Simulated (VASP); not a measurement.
# TiO2 (P4_2/mnm) in VASP: a series of runs

TiO2 is run at these levels: r2SCAN; tasks: single point.

All numbers are computed with VASP 6.6.1; they aren't measurements. Logs are shortened: lines on timing, memory, paths and dates and some standing lists are left out, and cuts for length are marked.

## (1) The cell of the first run

It takes space group P4_2/mnm (No. 136, tetragonal). Conventional cell: a = 4.581 Å, b = 4.581 Å, c = 2.948 Å, α = 90.00°, β = 90.00°, γ = 90.00°. Ti (site symmetry mmm) has 6 O at 1.94 to 1.97 Å within 2.6 Å. O (site symmetry m2m) has 3 Ti at 1.94 to 1.97 Å and 1 O at 2.54 Å within 2.6 Å.

## (2) Single point, r2SCAN

Input file POSCAR:

```
TiO2
1.0
    4.5813028112      0.0000000000      0.0000000000
    0.0000000000      4.5813028112      0.0000000000
    0.0000000000      0.0000000000      2.9484934557
Ti O
2 4
Direct
    0.5000000000      0.5000000000      0.0000000000
    0.0000000000      0.0000000000      0.5000000000
    0.6957185053      0.6957185053      0.5000000000
    0.8042814947      0.1957185053      0.0000000000
    0.1957185053      0.8042814947      0.0000000000
    0.3042814947      0.3042814947      0.5000000000
```

Input file INCAR.step1:

```
ALGO = Normal
EDIFF = 1E-4
ENCUT = 520
GGA = PE
ISMEAR = 0
LASPH = T
LCHARG = F
LREAL = F
LWAVE = T
NBANDS = 33
NELM = 80
PREC = Accurate
SIGMA = 0.02
```

Input file INCAR.step2:

```
ALGO = Normal
EDIFF = 1E-6
ENCUT = 520
ISIF = 2
ISMEAR = 0
ISTART = 1
LASPH = T
LCHARG = T
LELF = T
LMIXTAU = T
LREAL = F
LVHAR = T
LWAVE = F
METAGGA = R2SCAN
NBANDS = 33
NELM = 80
PREC = Accurate
SIGMA = 0.02
```

Input file KPOINTS:

```
k-points
0
Gamma
  6 6 10
```

Potentials or basis: VASP PAW PBE potentials, release 64 (Ti_sv, O).

Started as:

```bash
$ cat potpaw_PBE.64/Ti_sv/POTCAR potpaw_PBE.64/O/POTCAR > POTCAR
$ cp INCAR.step1 INCAR
$ mpirun -np 1 vasp_std > vasp.out
$ cp INCAR.step2 INCAR
$ mpirun -np 1 vasp_std > vasp.out
```

OUTCAR:

```text
EDIFF = 1E-6
   ENCUT = 520
   ISIF = 2
   ISMEAR = 0
   ISTART = 1
   LASPH = T
   LREAL = F
   METAGGA = R2SCAN
   NELM = 80
   PREC = Accurate

 ion  position               nearest neighbor table
   1  0.500  0.500  0.000-   3 1.94   6 1.94   3 1.94   6 1.94   5 1.97   4 1.97
   2  0.000  0.000  0.500-   4 1.94   5 1.94   4 1.94   5 1.94   3 1.97   6 1.97
   3  0.696  0.696  0.500-   1 1.94   1 1.94   2 1.97
   4  0.804  0.196  0.000-   2 1.94   2 1.94   1 1.97
   5  0.196  0.804  0.000-   2 1.94   2 1.94   1 1.97
   6  0.304  0.304  0.500-   1 1.94   1 1.94   2 1.97

  LATTYP: Found a simple tetragonal cell.
 ALAT       =     4.5813028112
 C/A-ratio  =     0.6435927895

  Lattice vectors:

 A1 = (   4.5813028112,   0.0000000000,   0.0000000000)
 A2 = (   0.0000000000,   4.5813028112,   0.0000000000)
 A3 = (   0.0000000000,   0.0000000000,   2.9484934557)

Analysis of symmetry for initial positions (statically):
=====================================================================
 Subroutine PRICEL returns:
 Original cell was already a primitive cell.

 Routine SETGRP: Setting up the symmetry group for a
 simple tetragonal supercell.

 Subroutine GETGRP returns: Found 16 space group operations
 (whereof  8 operations were pure point group operations)
 out of a pool of 16 trial point group operations.

The static configuration has the point symmetry D_2h.
 The point group associated with its full space group is D_4h.

Analysis of symmetry for dynamics (positions and initial velocities):
=====================================================================
 Subroutine PRICEL returns:
 Original cell was already a primitive cell.

 Routine SETGRP: Setting up the symmetry group for a
 simple tetragonal supercell.

 Subroutine GETGRP returns: Found 16 space group operations
 (whereof  8 operations were pure point group operations)
 out of a pool of 16 trial point group operations.

The dynamic configuration has the point symmetry D_2h.
 The point group associated with its full space group is D_4h.

 Subroutine INISYM returns: Found 16 space group operations
 (whereof  8 operations are pure point group operations),
 and found     1 'primitive' translations

----------------------------------------------------------------------------------------

                                     Primitive cell

  volume of cell :      61.8840

  direct lattice vectors                    reciprocal lattice vectors
[... 100 lines left out ...]
   NFREE  =      0    steps in history (QN), initial steepest desc. (CG)
   ISIF   =      2    stress and relaxation
   ISYM   =      2    0-nonsym 1-usesym 2-fastsym
   POTIM  = 0.5000    time-step for ionic-motion
   TEBEG  =    0.0;   TEEND  =   0.0 temperature during run
   PSTRESS=    0.0 pullay stress
   NELECT =      48.0000    total number of electrons
   NUPDOWN=      -1.0000    fix difference up-down
   EMIN   =  10.00;   EMAX   =-10.00  energy-range for DOS
   EFERMI =   0.00;   METHOD = LEGACY
   ISMEAR =     0;   SIGMA  =   0.02  broadening in eV -4-tet -1-fermi 0-gaus
   EFERMI_NEDOS =   21; number of points for ismear=-14 and -15
   IALGO  =     38    algorithm
   IMIX   =      4    mixing-type and parameters
     AMIX     =   0.40;   BMIX     =  1.00
     AMIX_MAG =   1.60;   BMIX_MAG =  1.00
  volume/ion in A,a.u.               =      10.31        69.60
  Fermi-wavevector in a.u.,A,eV,Ry     =   1.504166  2.842462 30.783403  2.262516
  Thomas-Fermi vector in A             =   2.615181
   LORBIT       =      0    0 simple, 1 ext, 2 COOP (PROOUT), +10 PAW based schemes
   METAGGA = R2SCAN    functional components
   LHFCALC =     F    Hartree Fock is set to
   AEXX    =    0.0000 exact exchange contribution
   IVDW    =     0    specifies the selected vdW correction
   LEPSILON=     F    determine dielectric tensor
   LRPA    =     F    only Hartree local field effects (RPA)
 non-spin polarized calculation
 Gauss-broadening in eV      SIGMA  =   0.02
  energy-cutoff  :      520.00
  volume of cell :       61.88
 maximum number of plane-waves:      1696
 NGX is ok and might be reduce to    36
   NGX = 17   NGY = 17   NGZ = 11

 number of electron      48.0000016 magnetization

 Free energy of the ion-electron system (eV)
  ---------------------------------------------------
  ext. energy  EPLUGINS =         0.00000000
  ---------------------------------------------------
  free energy    TOTEN  =       -69.78643773 eV

  energy without entropy =      -69.78643773  energy(sigma->0) =      -69.78643773

 E-fermi :   4.8690     XC(G=0): -12.2070

 val. band max:        4.6433606457   @ k =   0.0000   0.0000   0.0000
 cond. band min:       6.8797353333   @ k =   0.0000   0.0000   0.0000
 fundamental gap:      2.2363746877
 Fermi energy:         4.8689813457

 k-point     1 :       0.0000    0.0000    0.0000
  band No.  band energies     occupation
      1     -54.4805      2.00000
      2     -54.4617      2.00000
      3     -29.7563      2.00000
      4     -29.7563      2.00000
      5     -29.5717      2.00000
      6     -29.5717      2.00000
[... 853 lines left out ...]
     32      10.3580      0.00000
     33      11.5981      0.00000

 [... further k-points ...]

------------------------ aborting loop because EDIFF is reached ----------------------------------------

  FORCE on cell =-STRESS in cart. coord.  units (eV):
  Direction    XX          YY          ZZ          XY          YZ          ZX
  --------------------------------------------------------------------------------------
  -------------------------------------------------------------------------------------
  Total        1.1759056      1.1759056      1.4688569      0.0000000      0.0000000      0.0000000
  in kB       30.4442209     30.4442209     38.0287368      0.0000000      0.0000000      0.0000000
  external PRESSURE =      32.9723929 kB  Pullay stress =       0.0000000 kB

 VOLUME and BASIS-vectors are now :
 -----------------------------------------------------------------------------
  energy-cutoff  :      520.00
  volume of cell :       61.88
      direct lattice vectors                 reciprocal lattice vectors
     4.581302811  0.000000000  0.000000000     0.218278521  0.000000000  0.000000000
     0.000000000  4.581302811  0.000000000     0.000000000  0.218278521  0.000000000
     0.000000000  0.000000000  2.948493456     0.000000000  0.000000000  0.339156256

 POSITION                                       TOTAL-FORCE (eV/Angst)
 -----------------------------------------------------------------------------------
      2.29065      2.29065      0.00000         0.000000      0.000000      0.000000
      0.00000      0.00000      1.47425         0.000000      0.000000      0.000000
      3.18730      3.18730      1.47425         0.019537      0.019537      0.000000
      3.68466      0.89665      0.00000        -0.019537      0.019537      0.000000
      0.89665      3.68466      0.00000         0.019537     -0.019537      0.000000
      1.39401      1.39401      1.47425        -0.019537     -0.019537      0.000000
 -----------------------------------------------------------------------------------
    total drift:                               -0.000000      0.000000     -0.000000

  FREE ENERGIE OF THE ION-ELECTRON SYSTEM (eV)
  ---------------------------------------------------
  free  energy   TOTEN  =       -69.7864377274 eV

  energy  without entropy=      -69.7864377274  energy(sigma->0) =      -69.78643773
```

OUTCAR.step1:

```text
EDIFF = 1E-4
   ENCUT = 520
   GGA = PE
   ISMEAR = 0
[... 1104 lines left out ...]
      3.18730      3.18730      1.47425         0.050681      0.050681      0.000000
      3.68466      0.89665      0.00000        -0.050681      0.050681      0.000000
      0.89665      3.68466      0.00000         0.050681     -0.050681      0.000000
      1.39401      1.39401      1.47425        -0.050681     -0.050681      0.000000
 -----------------------------------------------------------------------------------
    total drift:                               -0.000000      0.000000     -0.000000

  FREE ENERGIE OF THE ION-ELECTRON SYSTEM (eV)
  ---------------------------------------------------
  free  energy   TOTEN  =       -53.6221577938 eV

  energy  without entropy=      -53.6221577938  energy(sigma->0) =      -53.62215779
```

Run time: 2.7 min. Hardware: 1 thread of Intel Xeon 6975P-C (Granite Rapids), shared host; peak memory 0.24 GiB.

What came out:

| Property | Result |
| --- | --- |
| Free energy | -69.7864 eV |
| Pressure | 3.3 GPa |
| Largest force | 0.028 eV/Å |
| Band gap on the k mesh | 2.24 eV |

Forces in eV/Å, atoms in the order of the input:
```
Ti   0.000  0.000  0.000
Ti   0.000  0.000  0.000
O    0.020  0.020  0.000
O   -0.020  0.020  0.000
O    0.020 -0.020  0.000
O   -0.020 -0.020  0.000
```

Caveat: the cell stands under pressure; the PAW data sets were made with another functional, which shifts forces and pressure a little.

## (3) Single point, r2SCAN

POSCAR is that of step 2.

Input file INCAR.step1:

```
SYSTEM = TiO2
ALGO = Normal
EDIFF = 1E-4
ENCUT = 520
GGA = PE
ISMEAR = 0
LASPH = .TRUE.
LCHARG = .FALSE.
LREAL = .FALSE.
LWAVE = .TRUE.
NBANDS = 33
NELM = 100
PREC = Accurate
SIGMA = 0.02
```

Input file INCAR.step2:

```
SYSTEM = TiO2
ALGO = Normal
EDIFF = 1E-7
ENCUT = 520
ISIF = 2
ISMEAR = 0
ISTART = 1
LASPH = .TRUE.
LCHARG = .FALSE.
LMIXTAU = .TRUE.
LREAL = .FALSE.
LWAVE = .FALSE.
METAGGA = R2SCAN
NBANDS = 33
NELM = 100
PREC = Accurate
SIGMA = 0.02
```

Input file KPOINTS:

```
k-points
0
G
  6 6 10
  0 0 0
```

Potentials or basis: VASP PAW PBE potentials, release 64 (Ti_sv, O).

Started as:

```bash
$ cat potpaw_PBE.64/Ti_sv/POTCAR potpaw_PBE.64/O/POTCAR > POTCAR
$ cp INCAR.step1 INCAR
$ mpirun -np 1 vasp_std > vasp.out
$ cp INCAR.step2 INCAR
$ mpirun -np 1 vasp_std > vasp.out
```

It took 2.8 min on 1 thread of Intel Xeon 6975P-C (Granite Rapids), shared host; peak memory 0.24 GiB.

Results (log left out):

```yaml
Free_energy: -69.7864 eV
Pressure: 3.3 GPa
Largest_force: 0.028 eV/Å
Band_gap_on_the_k_mesh: 2.24 eV
```

Forces on the atoms (eV/Å):
```
Ti   0.000  0.000  0.000
Ti   0.000  0.000  0.000
O    0.019  0.019  0.000
O   -0.019  0.019  0.000
O    0.019 -0.019  0.000
O   -0.019 -0.019  0.000
```

Stress tensor (GPa, compression positive):
```
3.03 0.00 0.00
0.00 3.03 0.00
0.00 0.00 3.79
```

Levels at points of the mesh, in eV from the valence-band top:
```csv
k point,band 20,band 21,band 22,band 23,band 24,band 25,band 26,band 27,band 28,band 29
"(0.00, 0.00, 0.00)",-2.10,-0.77,-0.50,-0.50,0.00,2.24,2.56,2.80,2.90,2.90
"(0.50, 0.00, 0.00)",-3.18,-1.73,-1.73,-0.78,-0.78,2.93,2.93,3.44,3.44,3.98
"(0.50, 0.50, 0.00)",-2.24,-1.40,-1.40,-1.14,-1.14,2.27,2.27,2.92,2.92,4.25
"(0.00, 0.00, 0.50)",-2.90,-2.45,-2.45,-1.49,-1.49,3.37,3.37,3.61,3.61,4.08
"(0.50, 0.00, 0.50)",-2.49,-2.09,-2.09,-1.11,-1.11,2.30,2.30,3.64,3.64,4.32
"(0.50, 0.50, 0.50)",-2.87,-1.34,-1.34,-0.72,-0.72,2.99,2.99,3.62,3.62,3.66
```

Caveat: the cell stands under pressure; the PAW data sets were made with another functional, which shifts forces and pressure a little.

## (4) Single point, r2SCAN

This run uses another cell than the first one, of 10.40 Å³/atom.

Input file POSCAR:

```
TiO2
1.0
    4.5964475641      0.0000000000      0.0000000000
    0.0000000000      4.5964475641      0.0000000000
    0.0000000000      0.0000000000      2.9540545192
Ti O
2 4
Direct
    0.5000000000      0.5000000000      0.0000000000
    0.0000000000      0.0000000000      0.5000000000
    0.6953609388      0.6953609388      0.5000000000
    0.8046390612      0.1953609388      0.0000000000
    0.1953609388      0.8046390612      0.0000000000
    0.3046390612      0.3046390612      0.5000000000
```

Input file INCAR.step1:

```
  PREC = Accurate
  ENCUT = 520
  ISMEAR = 0
  SIGMA = 0.02
  LREAL = F
  LASPH = T
  NELM = 100
  NBANDS = 33
  GGA = PE
  ALGO = Normal
  EDIFF = 1E-4
  LWAVE = T
  LCHARG = F
```

Input file INCAR.step2:

```
  PREC = Accurate
  ENCUT = 520
  EDIFF = 1E-7
  ISMEAR = 0
  SIGMA = 0.02
  LREAL = F
  LASPH = T
  NELM = 100
  ALGO = Normal
  ISIF = 2
  LWAVE = F
  LCHARG = F
  METAGGA = R2SCAN
  LMIXTAU = T
  NBANDS = 33
  ISTART = 1
```

Input file KPOINTS:

```
Automatic mesh
0
Gamma
  6 6 10
```

Potentials or basis: VASP PAW PBE potentials, release 64 (Ti_sv, O).

Started as:

```bash
$ cat potpaw_PBE.64/Ti_sv/POTCAR potpaw_PBE.64/O/POTCAR > POTCAR
$ cp INCAR.step1 INCAR
$ mpirun -np 1 vasp_std > vasp.out
$ cp INCAR.step2 INCAR
$ mpirun -np 1 vasp_std > vasp.out
```

OUTCAR:

```text
PREC = Accurate
   ENCUT = 520
   EDIFF = 1E-7
   ISMEAR = 0
   LREAL = F
   LASPH = T
   NELM = 100
   ISIF = 2
   METAGGA = R2SCAN
   ISTART = 1

 ion  position               nearest neighbor table
   1  0.500  0.500  0.000-   3 1.95   6 1.95   3 1.95   6 1.95   5 1.98   4 1.98
   2  0.000  0.000  0.500-   4 1.95   5 1.95   4 1.95   5 1.95   3 1.98   6 1.98
   3  0.695  0.695  0.500-   1 1.95   1 1.95   2 1.98
   4  0.805  0.195  0.000-   2 1.95   2 1.95   1 1.98
   5  0.195  0.805  0.000-   2 1.95   2 1.95   1 1.98
   6  0.305  0.305  0.500-   1 1.95   1 1.95   2 1.98

  LATTYP: Found a simple tetragonal cell.
 ALAT       =     4.5964475641
 C/A-ratio  =     0.6426820883

  Lattice vectors:

 A1 = (   4.5964475641,   0.0000000000,   0.0000000000)
 A2 = (   0.0000000000,   4.5964475641,   0.0000000000)
 A3 = (   0.0000000000,   0.0000000000,   2.9540545192)

Analysis of symmetry for initial positions (statically):
=====================================================================
 Subroutine PRICEL returns:
 Original cell was already a primitive cell.

 Routine SETGRP: Setting up the symmetry group for a
[... 183 lines left out ...]
 fundamental gap:      2.2292283873
 Fermi energy:         4.7021553816

 k-point     1 :       0.0000    0.0000    0.0000
  band No.  band energies     occupation
      1     -54.5984      2.00000
      2     -54.5805      2.00000
      3     -29.8651      2.00000
      4     -29.8651      2.00000
      5     -29.6867      2.00000
      6     -29.6867      2.00000
[... 853 lines left out ...]
     32      10.2075      0.00000
     33      11.4320      0.00000

 [... further k-points ...]

------------------------ aborting loop because EDIFF is reached ----------------------------------------

  FORCE on cell =-STRESS in cart. coord.  units (eV):
  Direction    XX          YY          ZZ          XY          YZ          ZX
  --------------------------------------------------------------------------------------
  -------------------------------------------------------------------------------------
  Total        0.4064959      0.4064959      0.6575094      0.0000000      0.0000000      0.0000000
  in kB       10.4352693     10.4352693     16.8791059      0.0000000      0.0000000      0.0000000
  external PRESSURE =      12.5832148 kB  Pullay stress =       0.0000000 kB

 VOLUME and BASIS-vectors are now :
 -----------------------------------------------------------------------------
  energy-cutoff  :      520.00
  volume of cell :       62.41
      direct lattice vectors                 reciprocal lattice vectors
     4.596447564  0.000000000  0.000000000     0.217559319  0.000000000  0.000000000
     0.000000000  4.596447564  0.000000000     0.000000000  0.217559319  0.000000000
     0.000000000  0.000000000  2.954054519     0.000000000  0.000000000  0.338517788

 POSITION                                       TOTAL-FORCE (eV/Angst)
 -----------------------------------------------------------------------------------
      2.29822      2.29822      0.00000        -0.000000      0.000000      0.000000
      0.00000      0.00000      1.47703        -0.000000      0.000000      0.000000
      3.19619      3.19619      1.47703         0.026327      0.026327      0.000000
      3.69848      0.89797      0.00000        -0.026327      0.026327      0.000000
      0.89797      3.69848      0.00000         0.026327     -0.026327      0.000000
      1.40026      1.40026      1.47703        -0.026327     -0.026327     -0.000000
 -----------------------------------------------------------------------------------
    total drift:                                0.000000      0.000000      0.000000

  FREE ENERGIE OF THE ION-ELECTRON SYSTEM (eV)
  ---------------------------------------------------
  free  energy   TOTEN  =       -69.7942467948 eV

  energy  without entropy=      -69.7942467948  energy(sigma->0) =      -69.79424679
```

Wall time 2.8 min (1 thread of Intel Xeon 6975P-C (Granite Rapids), shared host); peak memory 0.24 GiB.

Results:

```yaml
Free_energy: -69.7942 eV
Pressure: 1.3 GPa
Largest_force: 0.037 eV/Å
Band_gap_on_the_k_mesh: 2.23 eV
```

Forces on the atoms (eV/Å):
```
Ti   0.000  0.000  0.000
Ti   0.000  0.000  0.000
O    0.026  0.026  0.000
O   -0.026  0.026  0.000
O    0.026 -0.026  0.000
O   -0.026 -0.026  0.000
```

Caveat: the PAW data sets were made with another functional, which shifts forces and pressure a little.

(Continued in part 2 of 2.)
